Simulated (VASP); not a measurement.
# Pt (Fm-3m) in VASP: further runs

The runs below take Pt through single point, with PBE.

All numbers are computed with VASP 6.6.1; they aren't measurements. Logs are shortened: lines on timing, memory, paths and dates and some standing lists are left out, and cuts for length are marked.

**1. The cell of the first run**

Symmetry: Fm-3m, No. 225, cubic system. Conventional cell: a = 3.967 Å, b = 3.967 Å, c = 3.967 Å, α = 90.00°, β = 90.00°, γ = 90.00°. Pt (site symmetry m-3m) has 12 Pt at 2.81 Å within 3.7 Å.

**2. Single point, PBE**

File INCAR:

```
ALGO = Normal ; EDIFF = 1E-6
ENCUT = 500 ; GGA = PE
GGA_COMPAT = F ; ISIF = 2
ISMEAR = 0 ; LASPH = T
LCHARG = T ; LELF = T
LREAL = F ; LVHAR = T
LWAVE = F ; NBANDS = 11
NELM = 120 ; PREC = Accurate
SIGMA = 0.1
```

File KPOINTS:

```
k-points
0
Gamma
  8 8 8
```

File POSCAR:

```
Pt
1.0
    0.0000000000      1.9834730198      1.9834730198
    1.9834730198      0.0000000000      1.9834730198
    1.9834730198      1.9834730198      0.0000000000
Pt
1
Direct
    0.0000000000      0.0000000000      0.0000000000
```

Potentials or basis: VASP PAW PBE potentials, release 64 (Pt).

Command:

```console
$ cat potpaw_PBE.64/Pt/POTCAR > POTCAR
$ mpirun -np 1 vasp_std > vasp.out
```

OUTCAR:

```text
EDIFF = 1E-6
   ENCUT = 500
   GGA = PE
   ISIF = 2
   ISMEAR = 0
   LASPH = T
   LREAL = F
   NELM = 120
   PREC = Accurate

 ion  position               nearest neighbor table
   1  0.000  0.000  0.000-

  LATTYP: Found a face centered cubic cell.
 ALAT       =     3.9669460396

  Lattice vectors:

 A1 = (   0.0000000000,   1.9834730198,   1.9834730198)
 A2 = (   1.9834730198,   0.0000000000,   1.9834730198)
 A3 = (   1.9834730198,   1.9834730198,   0.0000000000)

Analysis of symmetry for initial positions (statically):
=====================================================================
 Subroutine PRICEL returns:
 Original cell was already a primitive cell.

 Routine SETGRP: Setting up the symmetry group for a
 face centered cubic supercell.

 Subroutine GETGRP returns: Found 48 space group operations
 (whereof 48 operations were pure point group operations)
 out of a pool of 48 trial point group operations.

The static configuration has the point symmetry O_h .

Analysis of symmetry for dynamics (positions and initial velocities):
=====================================================================
 Subroutine PRICEL returns:
 Original cell was already a primitive cell.

 Routine SETGRP: Setting up the symmetry group for a
 face centered cubic supercell.

 Subroutine GETGRP returns: Found 48 space group operations
 (whereof 48 operations were pure point group operations)
 out of a pool of 48 trial point group operations.

The dynamic configuration has the point symmetry O_h .

 Subroutine INISYM returns: Found 48 space group operations
 (whereof 48 operations are pure point group operations),
 and found     1 'primitive' translations

----------------------------------------------------------------------------------------

                                     Primitive cell

  volume of cell :      15.6066

  direct lattice vectors                    reciprocal lattice vectors
     0.000000000  1.983473020  1.983473020    -0.252083086  0.252083086  0.252083086
     1.983473020  0.000000000  1.983473020     0.252083086 -0.252083086  0.252083086
     1.983473020  1.983473020  0.000000000     0.252083086  0.252083086 -0.252083086

  length of vectors
     2.805054445  2.805054445  2.805054445     0.436620713  0.436620713  0.436620713

  position of ions in fractional coordinates (direct lattice)
     0.000000000  0.000000000  0.000000000

  ion indices of the primitive-cell ions
   primitive index   ion index
                 1           1

----------------------------------------------------------------------------------------

 KPOINTS: k-points

Automatic generation of k-mesh.
 Grid dimensions read from file:
 generate k-points for:    8    8    8

 Generating k-lattice:

  Cartesian coordinates                     Fractional coordinates (reciprocal lattice)
    -0.031510386  0.031510386  0.031510386     0.125000000  0.000000000  0.000000000
     0.031510386 -0.031510386  0.031510386     0.000000000  0.125000000  0.000000000
     0.031510386  0.031510386 -0.031510386     0.000000000  0.000000000  0.125000000

  Length of vectors
     0.054577589  0.054577589  0.054577589

  Shift w.r.t. Gamma in fractional coordinates (k-lattice)
     0.000000000  0.000000000  0.000000000

 Subroutine IBZKPT returns following result:
 ===========================================

 Found     29 irreducible k-points:

 Following reciprocal coordinates:
            Coordinates               Weight
  0.000000  0.000000  0.000000      1.000000
  0.125000  0.000000  0.000000      8.000000
  0.250000  0.000000  0.000000      8.000000
  0.375000  0.000000  0.000000      8.000000
  0.500000  0.000000  0.000000      4.000000
  0.125000  0.125000  0.000000      6.000000
[... 16 lines left out ...]
  0.500000  0.250000  0.125000     48.000000
 -0.375000  0.250000  0.125000     24.000000
 [... further k-points ...]
   k-points           NKPTS =     29   k-points in BZ     NKDIM =     29   number of bands    NBANDS=     11
   number of dos      NEDOS =    301   number of ions     NIONS =      1
   total plane-waves  NPLWV =   8000
   dimension x,y,z NGX =    20 NGY =   20 NGZ =   20
   dimension x,y,z NGXF=    40 NGYF=   40 NGZF=   40
   ions per type =               1
   NGX,Y,Z   is equivalent  to a cutoff of  11.85, 11.85, 11.85 a.u.
   NGXF,Y,Z  is equivalent  to a cutoff of  23.71, 23.71, 23.71 a.u.
 SYSTEM =  unknown system
   PREC   = accura    normal or accurate (medium, high low for compatibility)
   ISTART =      0    job   : 0-new  1-cont  2-samecut
   ICHARG =      2    charge: 1-file 2-atom 10-const
   ISPIN  =      1    spin polarized calculation?
   LNONCOLLINEAR =      F non collinear calculations
   LSORBIT =      F    spin-orbit coupling
   LASPH  =      T    aspherical Exc in radial PAW
   ENCUT  =  500.0 eV  36.75 Ry    6.06 a.u.   5.11  5.11  5.11*2*pi/ulx,y,z
   NELM   =    120;   NELMIN=  2; NELMDL= -5     # of ELM steps
   EDIFF  = 0.1E-05   stopping-criterion for ELM
   LREAL  =      F    real-space projection
   EDIFFG = 0.1E-04   stopping-criterion for IOM
   NSW    =      0    number of steps for IOM
   IBRION =     -1    ionic relax: 0-MD 1-quasi-New 2-CG
   NFREE  =      0    steps in history (QN), initial steepest desc. (CG)
   ISIF   =      2    stress and relaxation
   ISYM   =      2    0-nonsym 1-usesym 2-fastsym
   POTIM  = 0.5000    time-step for ionic-motion
   TEBEG  =    0.0;   TEEND  =   0.0 temperature during run
   PSTRESS=    0.0 pullay stress
   NELECT =      10.0000    total number of electrons
   NUPDOWN=      -1.0000    fix difference up-down
   EMIN   =  10.00;   EMAX   =-10.00  energy-range for DOS
   EFERMI =   0.00;   METHOD = LEGACY
   ISMEAR =     0;   SIGMA  =   0.10  broadening in eV -4-tet -1-fermi 0-gaus
   EFERMI_NEDOS =   21; number of points for ismear=-14 and -15
   IALGO  =     38    algorithm
   IMIX   =      4    mixing-type and parameters
     AMIX     =   0.40;   BMIX     =  1.00
     AMIX_MAG =   1.60;   BMIX_MAG =  1.00
  volume/ion in A,a.u.               =      15.61       105.32
  Fermi-wavevector in a.u.,A,eV,Ry     =   1.411362  2.667088 27.102040  1.991944
  Thomas-Fermi vector in A             =   2.533221
   LORBIT       =      0    0 simple, 1 ext, 2 COOP (PROOUT), +10 PAW based schemes
   GGA     = PE    functional components
   LHFCALC =     F    Hartree Fock is set to
   AEXX    =    0.0000 exact exchange contribution
   IVDW    =     0    specifies the selected vdW correction
   LEPSILON=     F    determine dielectric tensor
   LRPA    =     F    only Hartree local field effects (RPA)
 non-spin polarized calculation
 Gauss-broadening in eV      SIGMA  =   0.10
  energy-cutoff  :      500.00
  volume of cell :       15.61
 maximum number of plane-waves:       415
   NGX = 11   NGY = 11   NGZ = 11

 number of electron      10.0000002 magnetization

 Free energy of the ion-electron system (eV)
  ---------------------------------------------------
  ext. energy  EPLUGINS =         0.00000000
  ---------------------------------------------------
  free energy    TOTEN  =        -6.08655510 eV

  energy without entropy =       -6.07703123  energy(sigma->0) =       -6.08179316

 E-fermi :  10.5444     XC(G=0): -13.2930

 val. band max:       10.4135375926   @ k =  -0.3750   0.3750   0.0000
 cond. band min:      10.5524559016   @ k =  -0.2500   0.1250   0.0000
 fundamental gap:      0.1389183090
 Fermi energy:        10.5443912927

 k-point     1 :       0.0000    0.0000    0.0000
  band No.  band energies     occupation
      1       0.7815      2.00000
      2       7.0046      2.00000
      3       7.0046      2.00000
      4       7.0046      2.00000
      5       9.0346      2.00000
      6       9.0346      2.00000
      7      25.3525      0.00000
      8      30.1226      0.00000
      9      30.1226      0.00000
     10      30.1226      0.00000
     11      35.3518      0.00000

 k-point     2 :       0.1250    0.0000    0.0000
  band No.  band energies     occupation
      1       1.3726      2.00000
      2       6.7786      2.00000
      3       7.2126      2.00000
      4       7.2126      2.00000
      5       8.9423      2.00000
      6       8.9423      2.00000
      7      26.1818      0.00000
      8      27.6654      0.00000
      9      31.0043      0.00000
     10      31.0043      0.00000
     11      36.3943      0.00000

 k-point     3 :       0.2500    0.0000    0.0000
  band No.  band energies     occupation
      1       2.7727      2.00000
      2       6.6830      2.00000
      3       7.3594      2.00000
      4       7.3594      2.00000
      5       9.2082      2.00000
      6       9.2082      2.00000
      7      23.7203      0.00000
      8      26.9378      0.00000
      9      32.8734      0.00000
     10      32.8734      0.00000
     11      33.8521      0.00000

 k-point     4 :       0.3750    0.0000    0.0000
  band No.  band energies     occupation
      1       3.5740      2.00000
      2       7.0962      2.00000
      3       7.0962      2.00000
      4       8.2850      2.00000
      5      10.1096      2.00000
      6      10.1096      2.00000
      7      19.1340      0.00000
      8      25.5614      0.00000
      9      30.6976      0.00000
     10      30.6976      0.00000
     11      36.6828      0.00000
[... 239 lines left out ...]
 k-point    22 :       0.3750    0.2500    0.1250
  band No.  band energies     occupation
      1       4.0170      2.00000
      2       5.7625      2.00000
      3       6.9983      2.00000
      4       8.5771      2.00000
      5       8.6605      2.00000
      6      10.5996      0.43482
      7      23.8897      0.00000
      8      26.0047      0.00000
      9      28.3730      0.00000
     10      30.6970      0.00000
     11      34.3312      0.00000

 k-point    23 :       0.5000    0.2500    0.1250
  band No.  band energies     occupation
      1       4.8311      2.00000
      2       6.2411      2.00000
      3       6.5061      2.00000
      4       8.3016      2.00000
      5       9.8861      2.00000
      6      12.4422      0.00000
      7      19.6541      0.00000
      8      24.7048      0.00000
      9      26.6446      0.00000
     10      30.8067      0.00000
     11      34.6319      0.00000

 k-point    24 :      -0.3750    0.2500    0.1250
  band No.  band energies     occupation
      1       4.8577      2.00000
      2       6.0464      2.00000
      3       7.3426      2.00000
      4       8.0515      2.00000
      5      10.3966      1.96344
      6      14.9395      0.00000
      7      15.9082      0.00000
      8      25.0107      0.00000
      9      25.5010      0.00000
     10      29.5873      0.00000
     11      36.4308      0.00000

 [... further k-points ...]

------------------------ aborting loop because EDIFF is reached ----------------------------------------

  FORCE on cell =-STRESS in cart. coord.  units (eV):
  Direction    XX          YY          ZZ          XY          YZ          ZX
  --------------------------------------------------------------------------------------
  -------------------------------------------------------------------------------------
  Total       -0.0540119     -0.0540119     -0.0540119     -0.0000000      0.0000000     -0.0000000
  in kB       -5.5448660     -5.5448660     -5.5448660     -0.0000000      0.0000000     -0.0000000
  external PRESSURE =      -5.5448660 kB  Pullay stress =       0.0000000 kB

 VOLUME and BASIS-vectors are now :
 -----------------------------------------------------------------------------
  energy-cutoff  :      500.00
  volume of cell :       15.61
      direct lattice vectors                 reciprocal lattice vectors
     0.000000000  1.983473020  1.983473020    -0.252083086  0.252083086  0.252083086
     1.983473020  0.000000000  1.983473020     0.252083086 -0.252083086  0.252083086
     1.983473020  1.983473020  0.000000000     0.252083086  0.252083086 -0.252083086

 POSITION                                       TOTAL-FORCE (eV/Angst)
 -----------------------------------------------------------------------------------
      0.00000      0.00000      0.00000        -0.000000      0.000000      0.000000
 -----------------------------------------------------------------------------------
    total drift:                                0.000000      0.000000      0.000000

  FREE ENERGIE OF THE ION-ELECTRON SYSTEM (eV)
  ---------------------------------------------------
  free  energy   TOTEN  =        -6.0865550982 eV

  energy  without entropy=       -6.0770312294  energy(sigma->0) =       -6.08179316
```

Wall time 2.6 s (1 thread of Intel Xeon 6975P-C (Granite Rapids), shared host); peak memory 0.12 GiB.

Results:

```yaml
Free_energy: -6.0866 eV
Pressure: -0.6 GPa
Band_gap_on_the_k_mesh: zero (band 5 reaches 11.04 eV, above the bottom of band 6 at 8.94 eV)
```

Caveat: spin-orbit coupling is left out, which moves the levels of the heavy elements.

**3. Single point, PBE**

This run uses another cell than the first one, of 15.64 Å³/atom, 1.002 times its volume.

File INCAR:

```
SYSTEM = Pt
PREC = Accurate
ENCUT = 500
EDIFF = 1E-6
ISMEAR = 0
SIGMA = 0.1
LREAL = .False.
LASPH = .True.
NELM = 120
ALGO = Normal
ISIF = 2
LWAVE = .False.
LCHARG = .True.
GGA = PE
LELF = .True.
LVHAR = .True.
NBANDS = 11
GGA_COMPAT = .False.
```

File KPOINTS:

```
regular mesh
0
Gamma
  18 18 18
  0 0 0
```

File POSCAR:

```
Pt
1.0
    0.0000000000      1.9848942441      1.9848942441
    1.9848942441      0.0000000000      1.9848942441
    1.9848942441      1.9848942441      0.0000000000
Pt
1
Direct
    0.0000000000      0.0000000000      0.0000000000
```

Potentials or basis: VASP PAW PBE potentials, release 64 (Pt).

Command:

```console
$ cat potpaw_PBE.64/Pt/POTCAR > POTCAR
$ mpirun -np 1 vasp_std > vasp.out
```

It took 11 s on 1 thread of Intel Xeon 6975P-C (Granite Rapids), shared host; peak memory 0.15 GiB.

The run converged. Its results:

| Item | Value |
| --- | --- |
| Free energy | -6.1000 eV |
| Pressure | -0.4 GPa |
| Band gap on the k mesh | zero (band 5 reaches 11.03 eV, above the bottom of band 6 at 8.94 eV) |

Levels at points of the mesh, in eV from the Fermi level:
```
           k point  band 1  band 2  band 3  band 4  band 5  band 6  band 7  band 8  band 9  band 10
(0.00, 0.00, 0.00)   -9.81   -3.57   -3.57   -3.57   -1.54   -1.54   14.74   19.50   19.50    19.50
(0.50, 0.00, 0.00)   -6.95   -3.63   -3.63   -0.32    0.03    0.03    5.57   14.29   18.73    18.73
(0.50, 0.50, 0.00)   -6.68   -6.25   -0.01    0.45    0.45    1.85    8.49   11.28   11.28    19.70
```

Caveat: spin-orbit coupling is left out, which moves the levels of the heavy elements.
